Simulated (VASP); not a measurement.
# SrO (F-43m) in VASP: a series of runs

SrO is run at these levels: PBEsol; tasks: vibrations by perturbation theory.

Program: VASP 6.6.1. These are calculated values, not measurements. Logs are shortened: lines on timing, memory, paths and dates and some standing lists are left out, and cuts for length are marked.

**1. The cell of the first run**

It takes space group F-43m (No. 216, cubic). The conventional cell has a = 5.447 Å, b = 5.447 Å, c = 5.447 Å, α = 90.00°, β = 90.00°, γ = 90.00°. Sr (site symmetry -43m) has 4 O at 2.36 Å within 3.1 Å. O (site symmetry -43m) has 4 Sr at 2.36 Å within 3.1 Å.

**2. Vibrations by perturbation theory, PBEsol**

File INCAR:

```
SYSTEM = SrO
ALGO = Normal ; EDIFF = 1E-8
ENCUT = 520 ; GGA = PS
IBRION = 8 ; ISIF = 2
ISMEAR = 0 ; LASPH = .TRUE.
LCHARG = .TRUE. ; LEPSILON = .TRUE.
LREAL = .FALSE. ; LWAVE = .FALSE.
NELM = 60 ; NSW = 1
PREC = Accurate ; SIGMA = 0.01
```

File KPOINTS:

```
k-points
0
G
  4 4 4
  0 0 0
```

File POSCAR:

```
SrO
1.0
    0.0000000000      2.7236000000      2.7236000000
    2.7236000000      0.0000000000      2.7236000000
    2.7236000000      2.7236000000      0.0000000000
Sr O
1 1
Direct
    0.0000000000      0.0000000000      0.0000000000
    0.2500000000      0.2500000000      0.2500000000
```

Potentials or basis: VASP PAW PBE potentials, release 64 (Sr_sv, O).

Started as:

```sh
$ cat potpaw_PBE.64/Sr_sv/POTCAR potpaw_PBE.64/O/POTCAR > POTCAR
$ mpirun -np 1 vasp_std > vasp.out
```

OUTCAR:

```text
SYSTEM = SrO
   EDIFF = 1E-8
   ENCUT = 520
   GGA = PS
   IBRION = 8
   ISIF = 2
   ISMEAR = 0
   LASPH = .TRUE.
   LEPSILON = .TRUE.
   LREAL = .FALSE.
   NELM = 60
   NSW = 1
   PREC = Accurate

 ion  position               nearest neighbor table
   1  0.000  0.000  0.000-   2 2.36   2 2.36   2 2.36   2 2.36
   2  0.250  0.250  0.250-   1 2.36   1 2.36   1 2.36   1 2.36

  LATTYP: Found a face centered cubic cell.
 ALAT       =     5.4472000000

  Lattice vectors:

 A1 = (   0.0000000000,   2.7236000000,   2.7236000000)
 A2 = (   2.7236000000,   0.0000000000,   2.7236000000)
 A3 = (   2.7236000000,   2.7236000000,   0.0000000000)

Analysis of symmetry for initial positions (statically):
=====================================================================
 Subroutine PRICEL returns:
 Original cell was already a primitive cell.

 Routine SETGRP: Setting up the symmetry group for a
 face centered cubic supercell.

 Subroutine GETGRP returns: Found 24 space group operations
 (whereof 24 operations were pure point group operations)
 out of a pool of 48 trial point group operations.

The static configuration has the point symmetry T_d .

Analysis of symmetry for dynamics (positions and initial velocities):
=====================================================================
 Subroutine PRICEL returns:
 Original cell was already a primitive cell.

 Routine SETGRP: Setting up the symmetry group for a
 face centered cubic supercell.

 Subroutine GETGRP returns: Found 24 space group operations
 (whereof 24 operations were pure point group operations)
 out of a pool of 48 trial point group operations.

The dynamic configuration has the point symmetry T_d .

 Subroutine INISYM returns: Found 24 space group operations
 (whereof 24 operations are pure point group operations),
 and found     1 'primitive' translations

----------------------------------------------------------------------------------------

                                     Primitive cell

  volume of cell :      40.4073

  direct lattice vectors                    reciprocal lattice vectors
     0.000000000  2.723600000  2.723600000    -0.183580555  0.183580555  0.183580555
     2.723600000  0.000000000  2.723600000     0.183580555 -0.183580555  0.183580555
     2.723600000  2.723600000  0.000000000     0.183580555  0.183580555 -0.183580555

  length of vectors
     3.851752058  3.851752058  3.851752058     0.317970849  0.317970849  0.317970849

  position of ions in fractional coordinates (direct lattice)
     0.000000000  0.000000000  0.000000000
     0.250000000  0.250000000  0.250000000

  ion indices of the primitive-cell ions
   primitive index   ion index
                 1           1
                 2           2

----------------------------------------------------------------------------------------

 KPOINTS: k-points

Automatic generation of k-mesh.
 Grid dimensions read from file:
 generate k-points for:    4    4    4

 Generating k-lattice:

  Cartesian coordinates                     Fractional coordinates (reciprocal lattice)
[... 251 lines left out ...]
  ---------------------------------------------------
  ---------------------------------------------------
  free energy    TOTEN  =        -0.30515928 eV

  energy without entropy =       -0.30515928

------------------------ aborting loop because EDIFF is reached ----------------------------------------

--------------------------------------- Ionic step        2  -------------------------------------------

------------------------ aborting loop because EDIFF is reached ----------------------------------------

--------------------------------------- Ionic step        3  -------------------------------------------

------------------------ aborting loop because EDIFF is reached ----------------------------------------

 PIEZOELECTRIC TENSOR FIELD DIRECTION 3  (e Angst)
 -----------------------------------------------------------------------------
     0.00039 -1.12843  0.00000           ( -0.00000  0.04401  0.00000)
    -1.12843  0.00039  0.00000           (  0.04401 -0.00000  0.00000)
     0.00000  0.00000 -0.00077           (  0.00000  0.00000  0.00000)

 PIEZOELECTRIC TENSOR FIELD DIRECTION 3  (C/m^2)
 -----------------------------------------------------------------------------
     0.00015 -0.44743  0.00000
    -0.44743  0.00015  0.00000
     0.00000  0.00000 -0.00031

--------------------------------------- Ionic step        4  -------------------------------------------

------------------------ aborting loop because EDIFF is reached ----------------------------------------

[... ionic steps 5 to 6 ...]

--------------------------------------- Ionic step        7  -------------------------------------------

 Free energy of the ion-electron system (eV)
  ---------------------------------------------------
  ---------------------------------------------------
  free energy    TOTEN  =        -0.36587172 eV

  energy without entropy =       -0.36587172

------------------------ aborting loop because EDIFF is reached ----------------------------------------

 INTERNAL STRAIN TENSOR  FOR ION    2  DIRECTION 1   (eV/Angst):
 -----------------------------------------------------------------------------
     0.01385 -0.00000  0.00000
     0.00000 -0.01035 -7.33068
    -0.00000 -7.33068 -0.01035

 MACROSCOPIC STATIC DIELECTRIC TENSOR (including local field effects in DFT)
 ------------------------------------------------------
           3.487410    -0.000000    -0.000000
           0.000000     3.487410    -0.000000
           0.000000    -0.000000     3.487410
 ------------------------------------------------------

 PIEZOELECTRIC TENSOR (including local field effects)  for field in x, y, z        (e  Angst)
          XX          YY          ZZ          XY          YZ          ZX
  --------------------------------------------------------------------------------
  x     0.00000     0.00000     0.00000     0.00000    -1.12672    -0.00000
  y    -0.00000     0.00000    -0.00000     0.00000     0.00000    -1.12672
  z    -0.00000    -0.00000     0.00000    -1.12672     0.00000     0.00000

 PIEZOELECTRIC TENSOR (including local field effects)  for field in x, y, z        (C/m^2)
          XX          YY          ZZ          XY          YZ          ZX
  --------------------------------------------------------------------------------
  x     0.00000     0.00000     0.00000     0.00000    -0.44675    -0.00000
  y    -0.00000     0.00000    -0.00000     0.00000     0.00000    -0.44675
  z    -0.00000    -0.00000     0.00000    -0.44675     0.00000     0.00000

 BORN EFFECTIVE CHARGES (including local field effects) (in |e|, cummulative output)
 ---------------------------------------------------------------------------------
 ion    1
    1     2.14066    -0.00000    -0.00000
    2    -0.00000     2.14066    -0.00000
    3     0.00000     0.00000     2.14066
 ion    2
    1    -2.14066     0.00000     0.00000
    2     0.00000    -2.14066     0.00000
    3    -0.00000     0.00000    -2.14066

 INTERNAL STRAIN TENSOR FOR ION    2 for displacements in x,y,z  (eV/Angst):
          X           Y           Z          XY          YZ          ZX
  --------------------------------------------------------------------------------
  x     0.00000    -0.00000    -0.00000     0.00000    -7.33068     0.00000
  y     0.00000     0.00000     0.00000     0.00000     0.00000    -7.33068
  z    -0.00000    -0.00000     0.00000    -7.33068     0.00000     0.00000

 SECOND DERIVATIVES (NOT SYMMETRIZED)
 ------------------------------------
               1X          1Y          1Z          2X          2Y          2Z
  1X    -6.668254    0.000000    0.000000    6.668254    0.000000    0.000000
  1Y     0.000000   -6.668254    0.000000    0.000000    6.668254    0.000000
  1Z     0.000000    0.000000   -6.668254    0.000000    0.000000    6.668254
  2X     6.651852    0.000000    0.000000   -6.651852    0.000000    0.000000
  2Y     0.000000    6.651852    0.000000    0.000000   -6.651852    0.000000
  2Z     0.000000    0.000000    6.651852    0.000000    0.000000   -6.651852

 Eigenvectors and eigenvalues of the dynamical matrix
 ----------------------------------------------------

   1 f  =   10.963896 THz    68.888189 2PiTHz  365.716198 cm-1    45.343009 meV
             X         Y         Z           dx          dy          dz
      0.000000  0.000000  0.000000     0.000000    0.393360    0.000000
      1.361800  1.361800  1.361800     0.000000   -0.919384    0.000000
[... 21 lines left out ...]
   6 f/i=    0.004883 THz     0.030678 2PiTHz    0.162863 cm-1     0.020192 meV
             X         Y         Z           dx          dy          dz
      0.000000  0.000000  0.000000     0.000000    0.000000    0.919384
      1.361800  1.361800  1.361800     0.000000    0.000000    0.393360

--------------------------------------------------------------------------------------------------------

 MACROSCOPIC STATIC DIELECTRIC TENSOR IONIC CONTRIBUTION
 ------------------------------------------------------
           3.081217    -0.000000     0.000000
          -0.000000     3.081217    -0.000000
           0.000000    -0.000000     3.081217
 ------------------------------------------------------

 ELASTIC MODULI CONTR FROM IONIC RELAXATION (kBar)
 Direction    XX          YY          ZZ          XY          YZ          ZX
 --------------------------------------------------------------------------------
 XX          -0.0000     -0.0000     -0.0000     -0.0000      0.0000      0.0000
 YY          -0.0000     -0.0000     -0.0000     -0.0000     -0.0000      0.0000
 ZZ          -0.0000     -0.0000     -0.0000     -0.0000     -0.0000      0.0000
 XY          -0.0000     -0.0000     -0.0000   -317.0665      0.0000      0.0000
 YZ           0.0000     -0.0000     -0.0000      0.0000   -317.0665      0.0000
 ZX           0.0000      0.0000      0.0000      0.0000      0.0000   -317.0665
 --------------------------------------------------------------------------------

 PIEZOELECTRIC TENSOR IONIC CONTR  for field in x, y, z        (C/m^2)
          XX          YY          ZZ          XY          YZ          ZX
  --------------------------------------------------------------------------------
  x    -0.00000     0.00000     0.00000    -0.00000     0.93006    -0.00000
  y    -0.00000    -0.00000    -0.00000    -0.00000    -0.00000     0.93006
  z     0.00000     0.00000     0.00000     0.93006    -0.00000    -0.00000
```

It took 2.8 min on 1 thread of Intel Xeon Platinum 8259CL at 2.50GHz (Skylake/Cascade Lake), shared host; peak memory 0.2 GiB.

What came out:

```
Electronic dielectric tensor (diagonal)                 : 3.49
Born charges (mean of the diagonal)                     : Sr +2.14; O -2.14 e
Highest phonon frequency at Γ, LO-TO splitting left out : 366 cm⁻¹
```

Phonon frequencies in cm⁻¹ (negative: imaginary):
```tsv
q point	frequencies
(0.000, 0.000, 0.000)	0 0 0 366 366 366
```

Electronic dielectric tensor:
```
3.49 0.00 0.00
0.00 3.49 0.00
0.00 0.00 3.49
```

Born effective charge tensors (e):
atom 1, Sr
```
2.14 0.00 0.00
0.00 2.14 0.00
0.00 0.00 2.14
```
atom 2, O
```
-2.14  0.00  0.00
 0.00 -2.14  0.00
 0.00  0.00 -2.14
```

Caveat: the k points lie up to 0.50 Å⁻¹ apart; the cell wasn't relaxed at this level first, which shifts response properties.

**3. Vibrations by perturbation theory, PBEsol**

File INCAR:

```
SYSTEM = SrO
PREC = Accurate
ENCUT = 520
EDIFF = 1E-8
ISMEAR = 0
SIGMA = 0.01
LREAL = .False.
LASPH = .True.
NELM = 60
ALGO = Normal
ISIF = 2
LWAVE = .False.
LCHARG = .True.
GGA = PS
NBANDS = 15
IBRION = 8
NSW = 1
LEPSILON = .True.
```

File KPOINTS:

```
Automatic mesh
0
Gamma
  8 8 8
  0 0 0
```

POSCAR is that of step 2.

Potentials or basis: VASP PAW PBE potentials, release 64 (Sr_sv, O).

Started as:

```sh
$ cat potpaw_PBE.64/Sr_sv/POTCAR potpaw_PBE.64/O/POTCAR > POTCAR
$ mpirun -np 1 vasp_std > vasp.out
```

OUTCAR:

```text
SYSTEM = SrO
   PREC = Accurate
   ENCUT = 520
   EDIFF = 1E-8
   ISMEAR = 0
   LREAL = .False.
   LASPH = .True.
   NELM = 60
   ISIF = 2
   GGA = PS
   IBRION = 8
   NSW = 1
   LEPSILON = .True.

 ion  position               nearest neighbor table
   1  0.000  0.000  0.000-   2 2.36   2 2.36   2 2.36   2 2.36
   2  0.250  0.250  0.250-   1 2.36   1 2.36   1 2.36   1 2.36

  LATTYP: Found a face centered cubic cell.
 ALAT       =     5.4472000000

  Lattice vectors:

 A1 = (   0.0000000000,   2.7236000000,   2.7236000000)
 A2 = (   2.7236000000,   0.0000000000,   2.7236000000)
 A3 = (   2.7236000000,   2.7236000000,   0.0000000000)

Analysis of symmetry for initial positions (statically):
[... 735 lines left out ...]
  z    -0.00000    -0.00000     0.00000    -7.36004     0.00000     0.00000

 SECOND DERIVATIVES (NOT SYMMETRIZED)
 ------------------------------------
               1X          1Y          1Z          2X          2Y          2Z
  1X    -6.647272    0.000000    0.000000    6.647272    0.000000    0.000000
  1Y     0.000000   -6.647272    0.000000    0.000000    6.647272    0.000000
  1Z     0.000000    0.000000   -6.647272    0.000000    0.000000    6.647272
  2X     6.630318    0.000000    0.000000   -6.630318    0.000000    0.000000
  2Y     0.000000    6.630318    0.000000    0.000000   -6.630318    0.000000
  2Z     0.000000    0.000000    6.630318    0.000000    0.000000   -6.630318

 Eigenvectors and eigenvalues of the dynamical matrix
 ----------------------------------------------------

   1 f  =   10.946212 THz    68.777079 2PiTHz  365.126332 cm-1    45.269875 meV
             X         Y         Z           dx          dy          dz
      0.000000  0.000000  0.000000     0.000000    0.393375    0.000000
      1.361800  1.361800  1.361800     0.000000   -0.919378    0.000000
[... 21 lines left out ...]
   6 f/i=    0.005055 THz     0.031762 2PiTHz    0.168617 cm-1     0.020906 meV
             X         Y         Z           dx          dy          dz
      0.000000  0.000000  0.000000     0.000000    0.000000    0.919378
      1.361800  1.361800  1.361800     0.000000    0.000000    0.393375

--------------------------------------------------------------------------------------------------------

 MACROSCOPIC STATIC DIELECTRIC TENSOR IONIC CONTRIBUTION
 ------------------------------------------------------
           3.108515    -0.000000    -0.000000
          -0.000000     3.108515    -0.000000
          -0.000000    -0.000000     3.108515
 ------------------------------------------------------

 ELASTIC MODULI CONTR FROM IONIC RELAXATION (kBar)
 Direction    XX          YY          ZZ          XY          YZ          ZX
 --------------------------------------------------------------------------------
 XX          -0.0000     -0.0000     -0.0000     -0.0000      0.0000     -0.0000
 YY          -0.0000     -0.0000     -0.0000     -0.0000     -0.0000      0.0000
 ZZ          -0.0000     -0.0000     -0.0000     -0.0000     -0.0000     -0.0000
 XY          -0.0000     -0.0000     -0.0000   -320.5242      0.0000      0.0000
 YZ           0.0000     -0.0000     -0.0000      0.0000   -320.5242      0.0000
 ZX          -0.0000      0.0000     -0.0000      0.0000      0.0000   -320.5242
 --------------------------------------------------------------------------------

 PIEZOELECTRIC TENSOR IONIC CONTR  for field in x, y, z        (C/m^2)
          XX          YY          ZZ          XY          YZ          ZX
  --------------------------------------------------------------------------------
  x    -0.00000     0.00000     0.00000    -0.00000     0.93925    -0.00000
  y     0.00000    -0.00000     0.00000    -0.00000    -0.00000     0.93925
  z     0.00000     0.00000     0.00000     0.93925    -0.00000    -0.00000
```

OSZICAR:

```text
N       E                     dE             d eps       ncg     rms          rms(c)
DAV:   1     0.714439280347E+02    0.71444E+02   -0.82946E+03   870   0.102E+03
[... 234 lines left out ...]
RMM:   5    -0.365915258439E+00    0.27941E-03   -0.99534E-05  5830   0.377E-02    0.172E-02
RMM:   6    -0.365884854727E+00    0.30404E-04   -0.14731E-05  6308   0.141E-02    0.471E-03
RMM:   7    -0.365883820843E+00    0.10339E-05   -0.16415E-06  6293   0.508E-03    0.144E-03
RMM:   8    -0.365882239762E+00    0.15811E-05    0.19347E-06  6950   0.165E-03    0.405E-04
RMM:   9    -0.365883292499E+00   -0.10527E-05    0.11165E-08  6832   0.654E-04    0.105E-04
RMM:  10    -0.365883437409E+00   -0.14491E-06    0.35738E-08  7010   0.262E-04    0.549E-05
RMM:  11    -0.365883445646E+00   -0.82375E-08   -0.44716E-08  7090   0.117E-04    0.355E-05
 Linear response finished
```

Wall time 11 min (1 thread of Intel Xeon Platinum 8259CL at 2.50GHz (Skylake/Cascade Lake), shared host); peak memory 0.29 GiB.

What came out:

```
Electronic dielectric tensor (diagonal)                 : 3.48
Born charges (mean of the diagonal)                     : Sr +2.15; O -2.15 e
Highest phonon frequency at Γ, LO-TO splitting left out : 365 cm⁻¹
```

Phonon frequencies in cm⁻¹ (negative: imaginary):
| q point | frequencies |
| --- | --- |
| (0.000, 0.000, 0.000) | 0 0 0 365 365 365 |

Electronic dielectric tensor:
```
3.48 0.00 0.00
0.00 3.48 0.00
0.00 0.00 3.48
```

Born effective charge tensors (e):
atom 1, Sr
```
2.15 0.00 0.00
0.00 2.15 0.00
0.00 0.00 2.15
```
atom 2, O
```
-2.15  0.00  0.00
 0.00 -2.15  0.00
 0.00  0.00 -2.15
```

Caveat: the cell wasn't relaxed at this level first, which shifts response properties.

[end of part 1 of 2]
